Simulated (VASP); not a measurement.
A run of VASP 6.6.1 is set up as follows.

Contents of INCAR:

```
PREC = Accurate
ENCUT = 750
EDIFF = 1E-6
ISMEAR = 0
SIGMA = 0.01
LREAL = False
LASPH = True
NELM = 120
ALGO = Normal
ISIF = 2
LWAVE = False
LCHARG = False
NBANDS = 9
GGA_COMPAT = False
```

File KPOINTS:

```
Automatic mesh
0
Gamma
  4 4 4
```

POSCAR

```
LiH
1.0
    0.0000000000      1.7767198236      1.7767198236
    1.7767198236      0.0000000000      1.7767198236
    1.7767198236      1.7767198236      0.0000000000
Li H
1 1
Direct
    0.0000000000      0.0000000000      0.0000000000
    0.5000000000      0.5000000000      0.5000000000
```

Potentials or basis: VASP PAW LDA potentials, release 64 (Li_sv, H).

Run with:

```bash
$ cat potpaw_LDA.64/Li_sv/POTCAR potpaw_LDA.64/H/POTCAR > POTCAR
$ mpirun -np 1 vasp_std > vasp.out
```

**Question.** Estimate the pressure.

**Answer.** 19.8 GPa.

**Question.** Predict the band gap on the k mesh.

**Answer.** 2.11 eV.

Caveat: the k points lie up to 0.77 Å⁻¹ apart. A k mesh can miss the band edges.
